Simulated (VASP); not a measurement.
# MoW3 (Fm-3m) in VASP: further runs, part 2 of 2

VASP 6.6.1.

## 4. Single point, PBE

INCAR

```
SYSTEM = MoW3
PREC = Accurate ; ENCUT = 520
EDIFF = 1E-7 ; ISMEAR = 0
SIGMA = 0.1 ; LREAL = .FALSE.
LASPH = .TRUE. ; NELM = 60
ALGO = Normal ; ISIF = 2
LWAVE = .FALSE. ; LCHARG = .FALSE.
GGA = PE ; NBANDS = 36
```

KPOINTS

```
Automatic mesh
0
G
  6 6 6
  0 0 0
```

POSCAR

```
MoW3
1.0
    0.0000000000      3.1791801882      3.1791801882
    3.1791801882      0.0000000000      3.1791801882
    3.1791801882      3.1791801882      0.0000000000
Mo W
1 3
Direct
    0.0000000000      0.0000000000      0.0000000000
    0.7500000000      0.7500000000      0.7500000000
    0.5000000000      0.5000000000      0.5000000000
    0.2500000000      0.2500000000      0.2500000000
```

Potentials or basis: VASP PAW PBE potentials, release 64 (Mo_sv, W_sv).

Launch:

```
> cat potpaw_PBE.64/Mo_sv/POTCAR potpaw_PBE.64/W_sv/POTCAR > POTCAR
> mpirun -np 1 vasp_std > vasp.out
```

OUTCAR:

```text
SYSTEM = MoW3
   PREC = Accurate
   ENCUT = 520
   EDIFF = 1E-7
   ISMEAR = 0
   LREAL = .FALSE.
   LASPH = .TRUE.
   NELM = 60
   ISIF = 2
   GGA = PE

 ion  position               nearest neighbor table
   1  0.000  0.000  0.000-   2 2.75   2 2.75   2 2.75   2 2.75   4 2.75   4 2.75   4 2.75   4 2.75
                             3 3.18   3 3.18   3 3.18   3 3.18   3 3.18   3 3.18
   2  0.750  0.750  0.750-   3 2.75   3 2.75   3 2.75   1 2.75   3 2.75   1 2.75   1 2.75   1 2.75
                             4 3.18   4 3.18   4 3.18   4 3.18   4 3.18   4 3.18
   3  0.500  0.500  0.500-   4 2.75   4 2.75   4 2.75   2 2.75   4 2.75   2 2.75   2 2.75   2 2.75
                             1 3.18   1 3.18   1 3.18   1 3.18   1 3.18   1 3.18
   4  0.250  0.250  0.250-   1 2.75   1 2.75   1 2.75   1 2.75   3 2.75   3 2.75   3 2.75   3 2.75
                             2 3.18   2 3.18   2 3.18   2 3.18   2 3.18   2 3.18

  LATTYP: Found a face centered cubic cell.
 ALAT       =     6.3583603764

  Lattice vectors:

 A1 = (   0.0000000000,   3.1791801882,   3.1791801882)
 A2 = (   3.1791801882,   0.0000000000,   3.1791801882)
 A3 = (   3.1791801882,   3.1791801882,   0.0000000000)

Analysis of symmetry for initial positions (statically):
=====================================================================
 Subroutine PRICEL returns:
 Original cell was already a primitive cell.

 Routine SETGRP: Setting up the symmetry group for a
 face centered cubic supercell.

 Subroutine GETGRP returns: Found 48 space group operations
 (whereof 48 operations were pure point group operations)
 out of a pool of 48 trial point group operations.

The static configuration has the point symmetry O_h .

Analysis of symmetry for dynamics (positions and initial velocities):
=====================================================================
 Subroutine PRICEL returns:
 Original cell was already a primitive cell.

 Routine SETGRP: Setting up the symmetry group for a
 face centered cubic supercell.

 Subroutine GETGRP returns: Found 48 space group operations
 (whereof 48 operations were pure point group operations)
 out of a pool of 48 trial point group operations.
[... 118 lines left out ...]
  Fermi-wavevector in a.u.,A,eV,Ry     =   1.563672  2.954912 33.267205  2.445071
  Thomas-Fermi vector in A             =   2.666409
   LORBIT       =      0    0 simple, 1 ext, 2 COOP (PROOUT), +10 PAW based schemes
   GGA     = PE    functional components
   LHFCALC =     F    Hartree Fock is set to
   AEXX    =    0.0000 exact exchange contribution
   IVDW    =     0    specifies the selected vdW correction
   LEPSILON=     F    determine dielectric tensor
   LRPA    =     F    only Hartree local field effects (RPA)
 non-spin polarized calculation
 Gauss-broadening in eV      SIGMA  =   0.10
  energy-cutoff  :      520.00
  volume of cell :       64.27
 maximum number of plane-waves:      1759
 NGX is ok and might be reduce to    36
   NGX = 17   NGY = 17   NGZ = 17

 number of electron      56.0000007 magnetization

 Free energy of the ion-electron system (eV)
  ---------------------------------------------------
  ext. energy  EPLUGINS =         0.00000000
  ---------------------------------------------------
  free energy    TOTEN  =       -49.83173499 eV

  energy without entropy =      -49.82704615  energy(sigma->0) =      -49.82939057

 E-fermi :  11.4373     XC(G=0): -13.4876

 val. band max:       11.4199282859   @ k =  -0.1667   0.1667   0.0000
 cond. band min:      11.6336098680   @ k =   0.3333   0.1667   0.0000
 fundamental gap:      0.2136815821
 Fermi energy:        11.4372565141

 k-point     1 :       0.0000    0.0000    0.0000
  band No.  band energies     occupation
      1     -62.7199      2.00000
      2     -62.6644      2.00000
      3     -62.4909      2.00000
      4     -49.6189      2.00000
      5     -27.0890      2.00000
      6     -27.0890      2.00000
[... 613 lines left out ...]
     35      14.7842      0.00000
     36      15.0706      0.00000

------------------------ aborting loop because EDIFF is reached ----------------------------------------

  FORCE on cell =-STRESS in cart. coord.  units (eV):
  Direction    XX          YY          ZZ          XY          YZ          ZX
  --------------------------------------------------------------------------------------
  -------------------------------------------------------------------------------------
  Total        0.1977624      0.1977624      0.1977624     -0.0000000     -0.0000000      0.0000000
  in kB        4.9303632      4.9303632      4.9303632     -0.0000000     -0.0000000      0.0000000
  external PRESSURE =       4.9303632 kB  Pullay stress =       0.0000000 kB

 VOLUME and BASIS-vectors are now :
 -----------------------------------------------------------------------------
  energy-cutoff  :      520.00
  volume of cell :       64.27
      direct lattice vectors                 reciprocal lattice vectors
     0.000000000  3.179180188  3.179180188    -0.157273250  0.157273250  0.157273250
     3.179180188  0.000000000  3.179180188     0.157273250 -0.157273250  0.157273250
     3.179180188  3.179180188  0.000000000     0.157273250  0.157273250 -0.157273250

 POSITION                                       TOTAL-FORCE (eV/Angst)
 -----------------------------------------------------------------------------------
      0.00000      0.00000      0.00000         0.000000     -0.000000     -0.000000
      4.76877      4.76877      4.76877         0.000000      0.000000      0.000000
      3.17918      3.17918      3.17918         0.000000     -0.000000     -0.000000
      1.58959      1.58959      1.58959        -0.000000     -0.000000     -0.000000
 -----------------------------------------------------------------------------------
    total drift:                                0.000000      0.000000      0.000000

  FREE ENERGIE OF THE ION-ELECTRON SYSTEM (eV)
  ---------------------------------------------------
  free  energy   TOTEN  =       -49.8317349917 eV

  energy  without entropy=      -49.8270461481  energy(sigma->0) =      -49.82939057
```

Wall time 86 s (1 thread of Intel Xeon 8259CL, shared host); peak memory 0.21 GiB.

What came out:

| Item | Value |
| --- | --- |
| Free energy | -49.8317 eV |
| Pressure | 0.5 GPa |
| Band gap on the k mesh | zero (bands 28 and 29 overlap by 0.43 eV) |

Levels at points of the mesh, in eV from the Fermi level:
| k point | band 24 | band 25 | band 26 | band 27 | band 28 | band 29 | band 30 | band 31 | band 32 | band 33 |
| --- | --- | --- | --- | --- | --- | --- | --- | --- | --- | --- |
| (0.00, 0.00, 0.00) | -2.76 | -2.76 | -1.21 | -1.21 | -1.21 | 1.97 | 1.97 | 2.95 | 2.95 | 3.26 |
| (0.50, 0.00, 0.00) | -3.00 | -2.82 | -2.82 | -2.77 | -2.77 | 1.91 | 1.91 | 2.36 | 2.36 | 2.44 |
| (0.50, 0.50, 0.00) | -2.65 | -0.60 | -0.60 | -0.44 | -0.44 | 0.90 | 0.90 | 1.05 | 1.38 | 1.83 |

Caveat: spin-orbit coupling is left out, which moves the levels of the heavy elements.

## 5. Overview

```csv
cell,k mesh,pressure (GPa)
"a = 4.493 Å, angles 60.0°, 4 atoms",4 × 4 × 4,0.5
"a = 4.846 Å, angles 60.0°, 4 atoms",4 × 4 × 4,-40.7
"a = 4.496 Å, angles 60.0°, 4 atoms",6 × 6 × 6,0.5
```

Alike in all rows: task single point; level PBE; potentials or basis VASP PAW PBE potentials, release 64 (Mo_sv, W_sv); no spin polarisation; cutoff (eV) 520; smearing gaussian 0.1 eV.

Caveats: some runs use coarse meshes; spin-orbit coupling is left out, which moves the levels of the heavy elements.

Total energies depend on the potentials used, so only differences within one code and one set of settings carry meaning.

The gap in the log of VASP goes by the Fermi energy; the results here count the filled bands.